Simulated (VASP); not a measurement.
# PbO2 (P4_2/mnm) in VASP: notebook

Runs on PbO2. Level: PBE. Tasks: relaxation of shape and atoms at fixed volume, single point.

All numbers are computed with VASP 6.6.1; they aren't measurements. Logs are shortened: lines on timing, memory, paths and dates and some standing lists are left out, and cuts for length are marked.

### Step 1. The cell of the first run

The structure is tetragonal, space group P4_2/mnm (No. 136). Conventional cell: a = 4.958 Å, b = 4.958 Å, c = 3.400 Å, α = 90.00°, β = 90.00°, γ = 90.00°. Pb (site symmetry mmm) has 6 O at 2.16 to 2.17 Å within 2.9 Å. Within 2.9 Å of O (site symmetry m2m) lie 3 Pb at 2.16 to 2.17 Å and 1 O at 2.70 Å.

### Step 2. Relaxation of shape and atoms at fixed volume, PBE (13.93 Å³/atom)

Contents of INCAR:

```
PREC = Accurate
ENCUT = 600
EDIFF = 1E-6
ISMEAR = 0
SIGMA = 0.1
LREAL = False
LASPH = True
NELM = 80
ALGO = Normal
ISIF = 4
LWAVE = False
LCHARG = False
GGA = PE
IBRION = 2
NSW = 50
EDIFFG = -0.01
```

Contents of KPOINTS:

```
regular mesh
0
Gamma
  8 8 10
```

Contents of POSCAR:

```
PbO2
1.0
    4.9577927463      0.0000000000      0.0000000000
    0.0000000000      4.9577927463      0.0000000000
    0.0000000000      0.0000000000      3.4004445626
Pb O
2 4
Direct
    0.0000000000      0.0000000000      0.0000000000
    0.5000000000      0.5000000000      0.5000000000
    0.3074044214      0.3074044214      0.0000000000
    0.1925955786      0.8074044214      0.5000000000
    0.6925955786      0.6925955786      0.0000000000
    0.8074044214      0.1925955786      0.5000000000
```

Potentials or basis: VASP PAW PBE potentials, release 64 (Pb_d, O).

On the command line:

```bash
> cat potpaw_PBE.64/Pb_d/POTCAR potpaw_PBE.64/O/POTCAR > POTCAR
> mpirun -np 1 vasp_std > vasp.out
```

OUTCAR:

```text
PREC = Accurate
   ENCUT = 600
   EDIFF = 1E-6
   ISMEAR = 0
   LREAL = False
   LASPH = True
   NELM = 80
   ISIF = 4
   GGA = PE
   IBRION = 2
   NSW = 50
   EDIFFG = -0.01

 ion  position               nearest neighbor table
   1  0.000  0.000  0.000-   3 2.16   5 2.16   4 2.17   6 2.17   4 2.17   6 2.17   2 3.90   2 3.90
                             2 3.90   2 3.90   2 3.90   2 3.90   2 3.90   2 3.90
   2  0.500  0.500  0.500-   4 2.16   6 2.16   5 2.17   3 2.17   3 2.17   5 2.17   1 3.90   1 3.90
                             1 3.90   1 3.90   1 3.90   1 3.90   1 3.90   1 3.90
   3  0.307  0.307  0.000-   1 2.16   2 2.17   2 2.17
   4  0.193  0.807  0.500-   2 2.16   1 2.17   1 2.17
   5  0.693  0.693  0.000-   1 2.16   2 2.17   2 2.17
   6  0.807  0.193  0.500-   2 2.16   1 2.17   1 2.17

  LATTYP: Found a simple tetragonal cell.
 ALAT       =     4.9577927463
 C/A-ratio  =     0.6858787240

  Lattice vectors:

 A1 = (   4.9577927463,   0.0000000000,   0.0000000000)
 A2 = (   0.0000000000,   4.9577927463,   0.0000000000)
 A3 = (   0.0000000000,   0.0000000000,   3.4004445626)

Analysis of symmetry for initial positions (statically):
=====================================================================
 Subroutine PRICEL returns:
 Original cell was already a primitive cell.

 Routine SETGRP: Setting up the symmetry group for a
 simple tetragonal supercell.

 Subroutine GETGRP returns: Found 16 space group operations
 (whereof  8 operations were pure point group operations)
 out of a pool of 16 trial point group operations.

The static configuration has the point symmetry D_2h.
 The point group associated with its full space group is D_4h.

Analysis of symmetry for dynamics (positions and initial velocities):
=====================================================================
 Subroutine PRICEL returns:
 Original cell was already a primitive cell.

 Routine SETGRP: Setting up the symmetry group for a
 simple tetragonal supercell.

 Subroutine GETGRP returns: Found 16 space group operations
 (whereof  8 operations were pure point group operations)
 out of a pool of 16 trial point group operations.

The dynamic configuration has the point symmetry D_2h.
 The point group associated with its full space group is D_4h.

 Subroutine INISYM returns: Found 16 space group operations
 (whereof  8 operations are pure point group operations),
 and found     1 'primitive' translations

----------------------------------------------------------------------------------------

                                     Primitive cell

  volume of cell :      83.5819

  direct lattice vectors                    reciprocal lattice vectors
     4.957792746  0.000000000  0.000000000     0.201702663  0.000000000  0.000000000
     0.000000000  4.957792746  0.000000000     0.000000000  0.201702663  0.000000000
     0.000000000  0.000000000  3.400444563     0.000000000  0.000000000  0.294079195

  length of vectors
     4.957792746  4.957792746  3.400444563     0.201702663  0.201702663  0.294079195

  position of ions in fractional coordinates (direct lattice)
     0.000000000  0.000000000  0.000000000
     0.500000000  0.500000000  0.500000000
     0.307404421  0.307404421  0.000000000
     0.192595579  0.807404421  0.500000000
     0.692595579  0.692595579  0.000000000
     0.807404421  0.192595579  0.500000000

  ion indices of the primitive-cell ions
   primitive index   ion index
                 1           1
                 2           2
                 3           3
                 4           4
                 5           5
                 6           6

----------------------------------------------------------------------------------------

 KPOINTS: regular mesh

Automatic generation of k-mesh.
 Grid dimensions read from file:
 generate k-points for:    8    8   10

 Generating k-lattice:

  Cartesian coordinates                     Fractional coordinates (reciprocal lattice)
     0.025212833  0.000000000  0.000000000     0.125000000  0.000000000  0.000000000
     0.000000000  0.025212833  0.000000000     0.000000000  0.125000000  0.000000000
     0.000000000  0.000000000  0.029407920     0.000000000  0.000000000  0.100000000

  Length of vectors
     0.025212833  0.025212833  0.029407920

  Shift w.r.t. Gamma in fractional coordinates (k-lattice)
     0.000000000  0.000000000  0.000000000

 Subroutine IBZKPT returns following result:
 ===========================================

 Found     90 irreducible k-points:

 Following reciprocal coordinates:
            Coordinates               Weight
  0.000000  0.000000  0.000000      1.000000
  0.125000  0.000000  0.000000      4.000000
  0.250000  0.000000  0.000000      4.000000
  0.375000  0.000000  0.000000      4.000000
  0.500000  0.000000  0.000000      2.000000
  0.125000  0.125000  0.000000      4.000000
[... 16 lines left out ...]
  0.375000  0.125000  0.100000     16.000000
  0.500000  0.125000  0.100000      8.000000
 [... further k-points ...]
   k-points           NKPTS =     90   k-points in BZ     NKDIM =     90   number of bands    NBANDS=     31
   number of dos      NEDOS =    301   number of ions     NIONS =      6
   total plane-waves  NPLWV =  44800
   dimension x,y,z NGX =    40 NGY =   40 NGZ =   28
   dimension x,y,z NGXF=    80 NGYF=   80 NGZF=   56
   ions per type =               2   4
   NGX,Y,Z   is equivalent  to a cutoff of  13.41, 13.41, 13.69 a.u.
   NGXF,Y,Z  is equivalent  to a cutoff of  26.83, 26.83, 27.38 a.u.
 SYSTEM =  unknown system
   PREC   = accura    normal or accurate (medium, high low for compatibility)
   ISTART =      0    job   : 0-new  1-cont  2-samecut
   ICHARG =      2    charge: 1-file 2-atom 10-const
   ISPIN  =      1    spin polarized calculation?
   LNONCOLLINEAR =      F non collinear calculations
   LSORBIT =      F    spin-orbit coupling
   LASPH  =      T    aspherical Exc in radial PAW
   ENCUT  =  600.0 eV  44.10 Ry    6.64 a.u.   9.90  9.90  6.79*2*pi/ulx,y,z
   NELM   =     80;   NELMIN=  2; NELMDL= -5     # of ELM steps
   EDIFF  = 0.1E-05   stopping-criterion for ELM
   LREAL  =      F    real-space projection
   EDIFFG = -.1E-01   stopping-criterion for IOM
   NSW    =     50    number of steps for IOM
   IBRION =      2    ionic relax: 0-MD 1-quasi-New 2-CG
   NFREE  =      1    steps in history (QN), initial steepest desc. (CG)
   ISIF   =      4    stress and relaxation
   ISYM   =      2    0-nonsym 1-usesym 2-fastsym
   POTIM  = 0.5000    time-step for ionic-motion
   TEBEG  =    0.0;   TEEND  =   0.0 temperature during run
   PSTRESS=    0.0 pullay stress
   NELECT =      52.0000    total number of electrons
   NUPDOWN=      -1.0000    fix difference up-down
   EMIN   =  10.00;   EMAX   =-10.00  energy-range for DOS
   EFERMI =   0.00;   METHOD = LEGACY
   ISMEAR =     0;   SIGMA  =   0.10  broadening in eV -4-tet -1-fermi 0-gaus
   EFERMI_NEDOS =   21; number of points for ismear=-14 and -15
   IALGO  =     38    algorithm
   IMIX   =      4    mixing-type and parameters
     AMIX     =   0.40;   BMIX     =  1.00
     AMIX_MAG =   1.60;   BMIX_MAG =  1.00
  volume/ion in A,a.u.               =      13.93        94.01
  Fermi-wavevector in a.u.,A,eV,Ry     =   1.397564  2.641014 26.574709  1.953186
  Thomas-Fermi vector in A             =   2.520808
   LORBIT       =      0    0 simple, 1 ext, 2 COOP (PROOUT), +10 PAW based schemes
   GGA     = PE    functional components
   LHFCALC =     F    Hartree Fock is set to
   AEXX    =    0.0000 exact exchange contribution
   IVDW    =     0    specifies the selected vdW correction
   LEPSILON=     F    determine dielectric tensor
   LRPA    =     F    only Hartree local field effects (RPA)
 conjugate gradient relaxation of ions
 non-spin polarized calculation
 Gauss-broadening in eV      SIGMA  =   0.10
  energy-cutoff  :      600.00
  volume of cell :       83.58
 maximum number of plane-waves:      2820
 NGX is ok and might be reduce to    40
   NGX = 19   NGY = 19   NGZ = 13

--------------------------------------- Ionic step        1  -------------------------------------------

 number of electron      52.0000008 magnetization

 Free energy of the ion-electron system (eV)
  ---------------------------------------------------
  ext. energy  EPLUGINS =         0.00000000
  ---------------------------------------------------
  free energy    TOTEN  =       -31.73765352 eV

  energy without entropy =      -31.73583580  energy(sigma->0) =      -31.73674466

------------------------ aborting loop because EDIFF is reached ----------------------------------------

  FORCE on cell =-STRESS in cart. coord.  units (eV):
  Direction    XX          YY          ZZ          XY          YZ          ZX
  --------------------------------------------------------------------------------------
  -------------------------------------------------------------------------------------
  Total        4.1356983      4.1356983      4.9609566      0.0000000      0.0000000      0.0000000
  in kB       79.2769616     79.2769616     95.0962902      0.0000000      0.0000000      0.0000000
  external PRESSURE =      84.5500711 kB  Pullay stress =       0.0000000 kB

 VOLUME and BASIS-vectors are now :
 -----------------------------------------------------------------------------
  energy-cutoff  :      600.00
  volume of cell :       83.58
      direct lattice vectors                 reciprocal lattice vectors
     4.957792746  0.000000000  0.000000000     0.201702663  0.000000000  0.000000000
     0.000000000  4.957792746  0.000000000     0.000000000  0.201702663  0.000000000
     0.000000000  0.000000000  3.400444563     0.000000000  0.000000000  0.294079195
[... 121 lines left out ...]
 POSITION                                       TOTAL-FORCE (eV/Angst)
 -----------------------------------------------------------------------------------
      4.93759     -0.00000      3.42833         0.000000      0.000000     -0.000000
      2.46880      2.46880      1.71416         0.000000      0.000000     -0.000000
      1.51517      1.51517      0.00000         0.012380      0.012380      0.000000
      0.95363      3.98397      1.71416        -0.012380      0.012380      0.000000
      3.42242      3.42242      3.42833        -0.012380     -0.012380     -0.000000
      3.98397      0.95363      1.71416         0.012380     -0.012380     -0.000000
 -----------------------------------------------------------------------------------
    total drift:                                0.000000      0.000000     -0.000000

  FREE ENERGIE OF THE ION-ELECTRON SYSTEM (eV)
  ---------------------------------------------------
  free  energy   TOTEN  =       -31.7417556761 eV

  energy  without entropy=      -31.7398339952  energy(sigma->0) =      -31.74079484

--------------------------------------- Ionic step        5  -------------------------------------------

 number of electron      52.0000002 magnetization

 Free energy of the ion-electron system (eV)
  ---------------------------------------------------
  ext. energy  EPLUGINS =         0.00000000
  ---------------------------------------------------
  free energy    TOTEN  =       -31.74184096 eV

  energy without entropy =      -31.73991676  energy(sigma->0) =      -31.74087886

 E-fermi :   4.4086     XC(G=0): -10.7063

 val. band max:        4.4004388321   @ k =   0.1250   0.0000   0.0000
 cond. band min:       4.4581363949   @ k =   0.0000   0.0000   0.0000
 fundamental gap:      0.0576975629
 Fermi energy:         4.4086388636

 k-point     1 :       0.0000    0.0000    0.0000
  band No.  band energies     occupation
      1     -13.9438      2.00000
      2     -13.8272      2.00000
      3     -12.1413      2.00000
      4     -12.1413      2.00000
      5     -11.1640      2.00000
      6     -10.9494      2.00000
[... 805 lines left out ...]
     30      11.2146      0.00000
     31      14.1193      0.00000

 [... further k-points ...]

------------------------ aborting loop because EDIFF is reached ----------------------------------------

  FORCE on cell =-STRESS in cart. coord.  units (eV):
  Direction    XX          YY          ZZ          XY          YZ          ZX
  --------------------------------------------------------------------------------------
  -------------------------------------------------------------------------------------
  Total        4.1742342      4.1742342      4.1852169     -0.0000000      0.0000000      0.0000000
  in kB       80.0156546     80.0156546     80.2261806     -0.0000000      0.0000000      0.0000000
  external PRESSURE =      80.0858299 kB  Pullay stress =       0.0000000 kB

 VOLUME and BASIS-vectors are now :
 -----------------------------------------------------------------------------
  energy-cutoff  :      600.00
  volume of cell :       83.58
      direct lattice vectors                 reciprocal lattice vectors
     4.935015654  0.000000000  0.000000000     0.202633602 -0.000000000  0.000000000
     0.000000000  4.935015654  0.000000000    -0.000000000  0.202633602  0.000000000
     0.000000000  0.000000000  3.431905851     0.000000000  0.000000000  0.291383285

 POSITION                                       TOTAL-FORCE (eV/Angst)
 -----------------------------------------------------------------------------------
      0.00000      4.93502      0.00000        -0.000000      0.000000      0.000000
      2.46751      2.46751      1.71595        -0.000000      0.000000      0.000000
      1.51540      1.51540      0.00000        -0.001748     -0.001748      0.000000
      0.95211      3.98290      1.71595         0.001748     -0.001748      0.000000
      3.41962      3.41962      0.00000         0.001748      0.001748     -0.000000
      3.98290      0.95211      1.71595        -0.001748      0.001748     -0.000000
 -----------------------------------------------------------------------------------
    total drift:                               -0.000000     -0.000000      0.000000

  FREE ENERGIE OF THE ION-ELECTRON SYSTEM (eV)
  ---------------------------------------------------
  free  energy   TOTEN  =       -31.7418409642 eV

  energy  without entropy=      -31.7399167641  energy(sigma->0) =      -31.74087886

 reached required accuracy - stopping structural energy minimisation
```

Wall time 5.3 min (1 thread of Intel Xeon 6975P-C (Granite Rapids), shared host); peak memory 0.37 GiB.

What came out:

| Item | Value |
| --- | --- |
| Free energy | -31.7418 eV |
| Energy gained by relaxing | 0.7 meV/atom |
| Ionic steps | 5 |
| Pressure after relaxing | 8.0 GPa |

Forces in eV/Å, atoms in the order of the input:
```
Pb   0.000  0.000  0.000
Pb   0.000  0.000  0.000
O   -0.002 -0.002  0.000
O    0.002 -0.002  0.000
O    0.002  0.002  0.000
O   -0.002  0.002  0.000
```

Step by step:
```
step  energy change (eV)  largest force (eV/Å)  pressure (GPa)  volume (Å³)
   1              0.0000                0.0777            8.46        83.58
   2             -0.0032                0.0020            8.19        83.58
   3             -0.0037                0.0438            8.07        83.58
   4             -0.0041                0.0175            8.03        83.58
   5             -0.0042                0.0025            8.01        83.58
```

Final structure:
```
Pb O
1.0
     4.93502    0.00000    0.00000
     0.00000    4.93502    0.00000
     0.00000    0.00000    3.43191
Pb O
2 4
Direct
  0.00000 0.00000 0.00000
  0.50000 0.50000 0.50000
  0.30707 0.30707 0.00000
  0.19293 0.80707 0.50000
  0.69293 0.69293 0.00000
  0.80707 0.19293 0.50000
```

Caveat: spin-orbit coupling is left out, which moves the levels of the heavy elements.

(Continued in part 2 of 2.)
